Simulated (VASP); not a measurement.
Crystal: Be.

```
Be
1.0
     2.43916    0.00000    0.00000
    -1.21958    2.11237    0.00000
     0.00000    0.00000    6.64323
Be
4
Direct
  0.00000 0.00000 0.25000
  0.00000 0.00000 0.75000
  0.33333 0.66667 0.75000
  0.66667 0.33333 0.25000
```

| Property | Result |
| --- | --- |
| Program | VASP 6.6.1 |
| Task | relaxation of cell and atoms |
| Functional | PBEsol |
| Potentials or basis | VASP PAW PBE potentials, release 64 (Be) |
| Cutoff | 600 eV |
| k mesh | 9 × 9 × 4 |
| Occupations | gaussian, width 0.1 eV |
| Spin | no spin polarisation |

At the start: pressure 132.4 GPa; volume 8.56 Å³/atom.

Q: How do energy, volume and symmetry change on relaxing?

A: Over 14 steps the energy falls by 4974.2 meV/atom and the volume is 10.31 Å³/atom (+20.5 %); space group P6_3/mmc (No. 194, to 0.1 Å) before and after.

The path:
| step | energy change (eV) | largest force (eV/Å) | pressure (GPa) | volume (Å³) |
| --- | --- | --- | --- | --- |
| 1 | 0.0000 | 0.0000 | 132.43 | 34.23 |
| 2 | -15.5505 | 0.0000 | -3.83 | 77.76 |
| 3 | -15.5422 | 0.0000 | -2.50 | 75.28 |
| 4 | -15.5513 | 0.0000 | -3.30 | 76.73 |
| 5 | -15.8519 | 0.0000 | -4.05 | 72.62 |
| 6 | -16.9707 | 0.0000 | -6.96 | 62.50 |
| 7 | -19.5500 | 0.0000 | 0.82 | 41.58 |
| 8 | -19.1368 | 0.0000 | -10.77 | 50.90 |
| 9 | -19.7913 | 0.0000 | -6.94 | 45.69 |
| 10 | -19.8095 | 0.0000 | -5.84 | 44.90 |
| 11 | -19.7580 | 0.0000 | 10.10 | 37.12 |
| 12 | -19.8794 | 0.0000 | -0.18 | 41.37 |
| 13 | -19.8570 | 0.0000 | 0.31 | 41.01 |
| 14 | -19.8968 | 0.0000 | -0.09 | 41.23 |

Final structure:
```cif
data_structure
_symmetry_space_group_name_H-M 'P 1'
_symmetry_Int_Tables_number 1
_cell_length_a 3.6140
_cell_length_b 3.6140
_cell_length_c 3.6455
_cell_angle_alpha 90.000
_cell_angle_beta 90.000
_cell_angle_gamma 120.000
_cell_volume 41.23
loop_
_atom_site_label
_atom_site_type_symbol
_atom_site_fract_x
_atom_site_fract_y
_atom_site_fract_z
_atom_site_occupancy
Be1 Be 0.00000 0.00000 0.25000 1
Be2 Be 0.00000 0.00000 0.75000 1
Be3 Be 0.33333 0.66667 0.75000 1
Be4 Be 0.66667 0.33333 0.25000 1
```

Caveat: the volume moved by over 15 % at a fixed basis, so the end points are rough; the PAW data sets were made with another functional, which shifts forces and pressure a little.
